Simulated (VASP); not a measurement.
# AgCl (I4/mmm) in VASP: a series of runs, part 2 of 2

VASP 6.6.1.

## Step 4: Single point, PBE

This run uses another cell than the first one, of the same volume but with other edges.

INCAR reads:

```
SYSTEM = AgCl
PREC = Accurate
ENCUT = 520
EDIFF = 1E-6
ISMEAR = 0
SIGMA = 0.05
LREAL = .False.
LASPH = .True.
NELM = 60
ALGO = Normal
ISIF = 2
LWAVE = .False.
LCHARG = .True.
GGA = PE
LELF = .True.
LVHAR = .True.
NBANDS = 16
```

KPOINTS reads:

```
regular mesh
0
Gamma
  10 10 10
  0 0 0
```

POSCAR reads:

```
AgCl
1.0
    0.0000000000      2.5409273260      3.3032055238
    2.5409273260      0.0000000000      3.3032055238
    2.5409273260      2.5409273260      0.0000000000
Ag Cl
1 1
Direct
    0.5000000000      0.5000000000      0.5000000000
    0.0000000000      0.0000000000      0.0000000000
```

Potentials or basis: VASP PAW PBE potentials, release 64 (Ag, Cl).

Launch:

```
> cat potpaw_PBE.64/Ag/POTCAR potpaw_PBE.64/Cl/POTCAR > POTCAR
> mpirun -np 1 vasp_std > vasp.out
```

OUTCAR:

```text
SYSTEM = AgCl
   PREC = Accurate
   ENCUT = 520
   EDIFF = 1E-6
   ISMEAR = 0
   LREAL = .False.
   LASPH = .True.
   NELM = 60
   ISIF = 2
   GGA = PE

 ion  position               nearest neighbor table
   1  0.500  0.500  0.500-   2 2.54   2 2.54   2 2.54   2 2.54
   2  0.000  0.000  0.000-   1 2.54   1 2.54   1 2.54   1 2.54

  LATTYP: Found a body centered tetragonal cell.
 ALAT       =     3.5934138854
 C/A-ratio  =     1.8384776311

  Lattice vectors:

 A1 = (  -2.5409273260,   0.0000000000,   3.3032055238)
 A2 = (   2.5409273260,   0.0000000000,   3.3032055238)
 A3 = (   0.0000000000,   2.5409273260,  -3.3032055238)

Analysis of symmetry for initial positions (statically):
=====================================================================
 Subroutine PRICEL returns:
 Original cell was already a primitive cell.

 Routine SETGRP: Setting up the symmetry group for a
 body centered tetragonal supercell.

 Subroutine GETGRP returns: Found 16 space group operations
 (whereof 16 operations were pure point group operations)
 out of a pool of 16 trial point group operations.

The static configuration has the point symmetry D_4h.

Analysis of symmetry for dynamics (positions and initial velocities):
[... 161 lines left out ...]
 val. band max:        4.8522738068   @ k =   0.5000  -0.0000   0.0000
 cond. band min:       5.1776041777   @ k =   0.0000   0.0000   0.0000
 fundamental gap:      0.3253303709
 Fermi energy:         5.0246260361

 k-point     1 :       0.0000    0.0000    0.0000
  band No.  band energies     occupation
      1     -11.6218      2.00000
      2       0.7716      2.00000
      3       1.1719      2.00000
      4       1.1719      2.00000
      5       1.2057      2.00000
      6       1.2433      2.00000
[... 433 lines left out ...]
      3       0.1834      2.00000
      4       0.3186      2.00000
      5       1.0569      2.00000
      6       1.6202      2.00000
[... 8 lines left out ...]
     15      18.9928      0.00000
     16      19.1093      0.00000

 [... further k-points ...]

------------------------ aborting loop because EDIFF is reached ----------------------------------------

  FORCE on cell =-STRESS in cart. coord.  units (eV):
  Direction    XX          YY          ZZ          XY          YZ          ZX
  --------------------------------------------------------------------------------------
  -------------------------------------------------------------------------------------
  Total        3.0759338      3.0759338      0.0636184      0.0000000     -0.0000000     -0.0000000
  in kB      115.5413641    115.5413641      2.3897007      0.0000000     -0.0000000     -0.0000000
  external PRESSURE =      77.8241430 kB  Pullay stress =       0.0000000 kB

 VOLUME and BASIS-vectors are now :
 -----------------------------------------------------------------------------
  energy-cutoff  :      520.00
  volume of cell :       42.65
      direct lattice vectors                 reciprocal lattice vectors
     0.000000000  2.540927326  3.303205524    -0.196778552  0.196778552  0.151368117
     2.540927326  0.000000000  3.303205524     0.196778552 -0.196778552  0.151368117
     2.540927326  2.540927326  0.000000000     0.196778552  0.196778552 -0.151368117

 POSITION                                       TOTAL-FORCE (eV/Angst)
 -----------------------------------------------------------------------------------
      2.54093      2.54093      3.30321         0.000000     -0.000000      0.000000
      0.00000      0.00000      0.00000        -0.000000      0.000000     -0.000000
 -----------------------------------------------------------------------------------
    total drift:                               -0.000000     -0.000000     -0.000000

  FREE ENERGIE OF THE ION-ELECTRON SYSTEM (eV)
  ---------------------------------------------------
  free  energy   TOTEN  =        -5.1835821783 eV

  energy  without entropy=       -5.1835821732  energy(sigma->0) =       -5.18358218
```

OSZICAR:

```text
N       E                     dE             d eps       ncg     rms          rms(c)
DAV:   1     0.922398863438E+02    0.92240E+02   -0.86295E+03  3272   0.102E+03
DAV:   2    -0.232452703319E+01   -0.94564E+02   -0.87327E+02  4104   0.217E+02
DAV:   3    -0.537611881404E+01   -0.30516E+01   -0.30441E+01  4040   0.398E+01
DAV:   4    -0.539223590210E+01   -0.16117E-01   -0.16115E-01  4264   0.330E+00
DAV:   5    -0.539242388082E+01   -0.18798E-03   -0.18798E-03  3976   0.354E-01    0.848E+00
DAV:   6    -0.519011938285E+01    0.20230E+00   -0.28461E-01  4192   0.740E+00    0.559E+00
DAV:   7    -0.518447732299E+01    0.56421E-02   -0.12421E-01  3864   0.237E+00    0.236E+00
DAV:   8    -0.518343370106E+01    0.10436E-02   -0.51292E-03  4016   0.780E-01    0.360E-01
DAV:   9    -0.518350872775E+01   -0.75027E-04   -0.86525E-04  4144   0.305E-01    0.387E-02
DAV:  10    -0.518356586842E+01   -0.57141E-04   -0.52143E-05  4048   0.699E-02    0.216E-02
DAV:  11    -0.518358183877E+01   -0.15970E-04   -0.17538E-05  3936   0.308E-02    0.674E-03
DAV:  12    -0.518358217832E+01   -0.33955E-06   -0.87467E-07  3432   0.698E-03
   1 F= -.51835822E+01 E0= -.51835822E+01  d E =-.515722E-08
```

stdout:

```text
POSCAR found type information on POSCAR AgCl
 POSCAR found :  2 types and       2 ions
 scaLAPACK will be used
 LDA part: xc-table for (Slater+PW92), standard interpolation
 POSCAR, INCAR and KPOINTS ok, starting setup
 FFT: planning ... GRIDC
 FFT: planning ... GRID_SOFT
 FFT: planning ... GRID
 WAVECAR not read
 entering main loop
```

Wall time 23 s (1 thread of Intel Xeon 6975P-C (Granite Rapids), shared host); peak memory 0.21 GiB.

What came out:

```
Free energy            : -5.1836 eV
Pressure               : 7.8 GPa
Band gap on the k mesh : 0.33 eV (least direct gap 3.15 eV)
```

Stress tensor (GPa, compression positive):
```
11.55  0.00  0.00
 0.00 11.55  0.00
 0.00  0.00  0.24
```

Levels at points of the mesh, in eV from the valence-band top:
| k point | band 7 | band 8 | band 9 | band 10 | band 11 | band 12 |
| --- | --- | --- | --- | --- | --- | --- |
| (0.00, 0.00, 0.00) | -3.42 | -3.42 | -3.36 | 0.33 | 9.65 | 9.67 |
| (0.50, 0.00, 0.00) | -2.66 | -1.71 | 0.00 | 3.15 | 5.99 | 6.24 |
| (0.50, 0.50, 0.00) | -3.17 | -3.17 | -3.06 | 1.89 | 5.99 | 8.24 |
| (0.50, 0.00, 0.50) | -3.32 | -2.97 | -2.77 | 1.55 | 6.91 | 8.39 |

Caveat: the stress differs along the axes, from 0 to 12 GPa; semilocal functionals underestimate gaps, and a narrow one can read as zero.

## Step 5: Single point, PBE

This run uses another cell than the first one, of the same volume but with other edges.

INCAR reads:

```
SYSTEM = AgCl
PREC = Accurate
ENCUT = 520
EDIFF = 1E-6
ISMEAR = 0
SIGMA = 0.05
LREAL = .FALSE.
LASPH = .TRUE.
NELM = 100
ALGO = Normal
ISIF = 2
LWAVE = .FALSE.
LCHARG = .TRUE.
GGA = PE
LELF = .TRUE.
LVHAR = .TRUE.
NBANDS = 16
```

KPOINTS reads:

```
Automatic mesh
0
G
  10 10 10
  0 0 0
```

POSCAR reads:

```
AgCl
1.0
    0.0000000000      2.8513076906      2.6232030754
    2.8513076906      0.0000000000      2.6232030754
    2.8513076906      2.8513076906      0.0000000000
Ag Cl
1 1
Direct
    0.5000000000      0.5000000000      0.5000000000
    0.0000000000      0.0000000000      0.0000000000
```

Launch:

```
> cat potpaw_PBE.64/Ag/POTCAR potpaw_PBE.64/Cl/POTCAR > POTCAR
> mpirun -np 1 vasp_std > vasp.out
```

Wall time 27 s (1 thread of Intel Xeon 6975P-C (Granite Rapids), shared host); peak memory 0.21 GiB.

The run converged. Its results:

```yaml
Free_energy: -5.3783 eV
Pressure: 2.1 GPa
Band_gap_on_the_k_mesh: 0.73 eV (least direct gap 3.18 eV)
```

Stress tensor (GPa, compression positive):
```
1.35 0.00 0.00
0.00 1.35 0.00
0.00 0.00 3.67
```

Levels at points of the mesh, in eV from the valence-band top:
| k point | band 6 | band 7 | band 8 | band 9 | band 10 | band 11 | band 12 | band 13 |
| --- | --- | --- | --- | --- | --- | --- | --- | --- |
| (0.00, 0.00, 0.00) | -2.65 | -2.57 | -2.48 | -2.48 | 0.73 | 10.60 | 10.60 | 10.81 |
| (0.50, 0.00, 0.00) | -2.30 | -1.98 | -0.48 | 0.00 | 3.99 | 6.41 | 7.03 | 7.94 |
| (0.50, 0.50, 0.00) | -2.39 | -2.23 | -2.23 | -2.10 | 2.14 | 7.46 | 8.94 | 10.88 |
| (0.50, 0.00, 0.50) | -2.52 | -2.24 | -2.20 | -2.12 | 2.21 | 8.01 | 8.12 | 10.87 |

Caveat: semilocal functionals underestimate gaps, and a narrow one can read as zero. A k mesh can miss the band edges.

## Step 6: Single point, PBE

This run uses another cell than the first one, of the same volume but with other edges.

INCAR reads:

```
PREC = Accurate
ENCUT = 520
EDIFF = 1E-7
ISMEAR = 0
SIGMA = 0.05
LREAL = False
LASPH = True
NELM = 60
ALGO = Normal
ISIF = 2
LWAVE = False
LCHARG = True
GGA = PE
LELF = True
LVHAR = True
NBANDS = 16
```

KPOINTS reads:

```
regular mesh
0
Gamma
  10 10 10
```

POSCAR reads:

```
AgCl
1.0
    0.0000000000      2.6864316754      2.9550748429
    2.6864316754      0.0000000000      2.9550748429
    2.6864316754      2.6864316754      0.0000000000
Ag Cl
1 1
Direct
    0.5000000000      0.5000000000      0.5000000000
    0.0000000000      0.0000000000      0.0000000000
```

Potentials or basis: VASP PAW PBE potentials, release 64 (Ag, Cl).

Launch:

```
> cat potpaw_PBE.64/Ag/POTCAR potpaw_PBE.64/Cl/POTCAR > POTCAR
> mpirun -np 1 vasp_std > vasp.out
```

It took 32 s on 1 thread of Intel Xeon 6975P-C (Granite Rapids), shared host; peak memory 0.2 GiB.

Results (log left out):

```
Free energy            : -5.3735 eV
Pressure               : 2.3 GPa
Band gap on the k mesh : 0.65 eV (least direct gap 3.16 eV)
```

Stress tensor (GPa, compression positive):
```
3.17 0.00 0.00
0.00 3.17 0.00
0.00 0.00 0.54
```

Levels at points of the mesh, in eV from the valence-band top:
| k point | band 6 | band 7 | band 8 | band 9 | band 10 | band 11 | band 12 | band 13 |
| --- | --- | --- | --- | --- | --- | --- | --- | --- |
| (0.00, 0.00, 0.00) | -2.75 | -2.72 | -2.72 | -2.51 | 0.65 | 10.40 | 10.69 | 10.69 |
| (0.50, 0.00, 0.00) | -2.39 | -2.07 | -0.63 | 0.00 | 3.90 | 6.33 | 6.97 | 7.83 |
| (0.50, 0.50, 0.00) | -2.64 | -2.31 | -2.31 | -2.24 | 2.17 | 7.68 | 8.11 | 11.71 |
| (0.50, 0.00, 0.50) | -2.53 | -2.36 | -2.26 | -2.17 | 2.07 | 7.57 | 8.62 | 10.26 |

Caveat: semilocal functionals underestimate gaps, and a narrow one can read as zero.

## Step 7: The runs side by side

| cell | gap on the mesh (eV) | pressure (GPa) |
| --- | --- | --- |
| a = 4.076, b = 4.076, c = 3.691 Å, angles 63.1, 63.1, 53.8°, 2 atoms | 0.47 | 4.5 |
| a = 3.821, b = 3.821, c = 4.260 Å, angles 56.1, 56.1, 67.8°, 2 atoms | 0.97 | 8.1 |
| a = 4.167, b = 4.167, c = 3.593 Å, angles 64.5, 64.5, 51.1°, 2 atoms | 0.33 | 7.8 |
| a = 3.874, b = 3.874, c = 4.032 Å, angles 58.6, 58.6, 62.7°, 2 atoms | 0.73 | 2.1 |
| a = 3.994, b = 3.994, c = 3.799 Å, angles 61.6, 61.6, 56.8°, 2 atoms | 0.65 | 2.3 |

Alike in all rows: task single point; level PBE; potentials or basis VASP PAW PBE potentials, release 64 (Ag, Cl); no spin polarisation; k mesh 10 × 10 × 10; cutoff (eV) 520; smearing gaussian 0.05 eV.

Caveats: semilocal functionals underestimate gaps, and a narrow one can read as zero (at least some runs); the stress differs along the axes, from 0 to 7 GPa (at least some runs); the stress differs along the axes, from 3 to 18 GPa (at least some runs); the stress differs along the axes, from 0 to 12 GPa (at least some runs).

Total energies depend on the potentials used, so only differences within one code and one set of settings carry meaning.
